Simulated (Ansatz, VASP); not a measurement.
**Two plane-wave programs on Ti**

The input INCAR:

```
SYSTEM = Ti
PREC = Accurate
ENCUT = 500
EDIFF = 1E-6
ISMEAR = -1
SIGMA = 0.0073
LREAL = .False.
LASPH = .True.
NELM = 120
ALGO = Normal
ISIF = 2
LWAVE = .False.
LCHARG = .False.
NBANDS = 25
GGA_COMPAT = .False.
```

The input KPOINTS:

```
regular mesh
0
Gamma
  3 3 4
  0 0 0
```

POSCAR

```
Ti
1.0
    4.5673748306      0.0000000000      0.0000000000
   -2.2836874153      3.9554626319      0.0000000000
    0.0000000000      0.0000000000      2.8262442700
Ti
3
Direct
    0.0000000000      0.0000000000      0.0000000000
    0.3333333333      0.6666666667      0.5000000000
    0.6666666667      0.3333333333      0.5000000000
```

Input for Ansatz:

```yaml
crystal:
  lattice:
    - [4.5673748306, 0.0, 0.0]
    - [-2.2836874153, 3.9554626319, 0.0]
    - [0.0, 0.0, 2.82624427]
  atoms:
    - { symbol: Ti, position: [0.0, 0.0, 0.0] }
    - { symbol: Ti, position: [0.3333333333, 0.6666666667, 0.5] }
    - { symbol: Ti, position: [0.6666666667, 0.3333333333, 0.5] }
basis:
  ecutwfc: 420
kpoints:
  mp_grid: { grid: [3, 3, 4] }
hamiltonian:
  xc: lda
scf:
  occupations: { method: fermi_dirac, width: 0.0073 }
  mixing: { beta: 0.15, preconditioner: local_kerker }
  max_iter: 100
output:
  forces: true
  stress: true
  eigenvalues: true
```

Alike in both runs: task single point; functional LDA; k mesh 3 × 3 × 4; occupations fermi-dirac, width 0.0073 eV; no spin polarisation.

|  | VASP | Ansatz |
| --- | --- | --- |
| version | VASP 6.6.1 | Ansatz 0.2.0 |
| potentials or method | VASP PAW LDA potentials, release 64 (Ti_sv), cutoff 500 eV | scalar-relativistic, plane waves, PAW |
| valence electrons in the cell | 36 | 36 |

```csv
,VASP,Ansatz,Ansatz less VASP
gap on the k mesh at the Fermi level (eV),none,none,-
pressure (GPa),-8.6,-8.6,+0.05
"traceless stress, the component that is largest in VASP (GPa)",2.19,2.21,+0.026
```

LDA's correlation is that of Perdew and Zunger in VASP and of Perdew and Wang (1992) in Ansatz. A gap of «none» marks a metal or a gap that the smearing closes.

The k mesh is coarse, so the values compare programs but aren't converged.
